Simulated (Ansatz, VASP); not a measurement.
**Two plane-wave programs on S**

```
S
1.0
     5.38300    3.10788    1.40833
    -5.38300    3.10788    1.40833
     0.00000   -6.21575    1.40833
S
6
Direct
  0.58450 0.35100 0.24650
  0.24650 0.58450 0.35100
  0.35100 0.24650 0.58450
  0.41550 0.64900 0.75350
  0.75350 0.41550 0.64900
  0.64900 0.75350 0.41550
```

Alike in both runs: task relaxation of cell and atoms; functional revPBE; k mesh 5 × 5 × 5; occupations fermi-dirac, width 0.05 eV; no spin polarisation.

|  | VASP | Ansatz |
| --- | --- | --- |
| version | VASP 6.6.1 | Ansatz 0.2.0 |
| potentials or method | VASP PAW PBE potentials, release 64 (S), cutoff 600 eV | plane waves (420 eV) with PAW, scalar-relativistic |
| valence electrons in the cell | 36 | 36 |

|  | VASP | Ansatz | Ansatz less VASP |
| --- | --- | --- | --- |
| relaxed volume (Å³/atom) | 48.73 | 55.21 | +6.478 |
| relaxed cell length with the largest relative difference (Å) | 7.824 | 8.049 | +0.2254 |

VASP's potentials were made for PBE, not for revPBE. One of these differences is far larger than is usual between the two programs; its cause wasn't traced.

Noted on VASP's run: the volume moved by over 15 % at a fixed basis, so the end points are rough.
